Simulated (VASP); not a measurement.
Wanted: the native input for a VASP 6.6.1 run.

* Task: dielectric tensor
* Functional: PBE
* Potentials or basis: VASP PAW PBE potentials, release 64 (Sr_sv, Ti_sv, O)
* Cutoff: 520 eV
* k mesh: 6 × 6 × 6
* Occupations: gaussian, width 0.01 eV
* Spin: no spin polarisation
* Dipole correction: no
* Further INCAR settings: ALGO = Normal; EDIFF = 1e-08

The structure of SrTiO3 lies in POSCAR:

```
SrTiO3
1.0
    3.9068514982      0.0000000000      0.0000000000
    0.0000000000      3.9068514982      0.0000000000
    0.0000000000      0.0000000000      3.9068514982
Sr Ti O
1 1 3
Direct
    0.5000000000      0.5000000000      0.5000000000
    0.0000000000      0.0000000000      0.0000000000
    0.5000000000      0.0000000000      0.0000000000
    0.0000000000      0.5000000000      0.0000000000
    0.0000000000      0.0000000000      0.5000000000
```

One way to write it, as run:

INCAR

```
SYSTEM = SrTiO3
ALGO = Normal
EDIFF = 1E-8
ENCUT = 520
GGA = PE
ISIF = 2
ISMEAR = 0
LASPH = .TRUE.
LCHARG = .FALSE.
LEPSILON = .TRUE.
LREAL = .FALSE.
LWAVE = .FALSE.
NELM = 60
PREC = Accurate
SIGMA = 0.01
```

KPOINTS

```
k-points
0
G
  6 6 6
  0 0 0
```

Potentials or basis: VASP PAW PBE potentials, release 64 (Sr_sv, Ti_sv, O).

Launch:

```bash
$ cat potpaw_PBE.64/Sr_sv/POTCAR potpaw_PBE.64/Ti_sv/POTCAR potpaw_PBE.64/O/POTCAR > POTCAR
$ mpirun -np 1 vasp_std > vasp.out
```

It gave:

```yaml
Band_gap_on_the_k_mesh: 1.85 eV (least direct gap 2.21 eV)
Electronic_dielectric_tensor_diagonal: 6.34
Born_charges_mean_of_the_diagonal: Sr +2.56; Ti +7.41; O -3.32 e
```

Run time: 17 min on 1 thread of AMD EPYC 7R43 64-Core Processor (Zen 3), with other jobs on the host, peak memory 0.27 GiB.
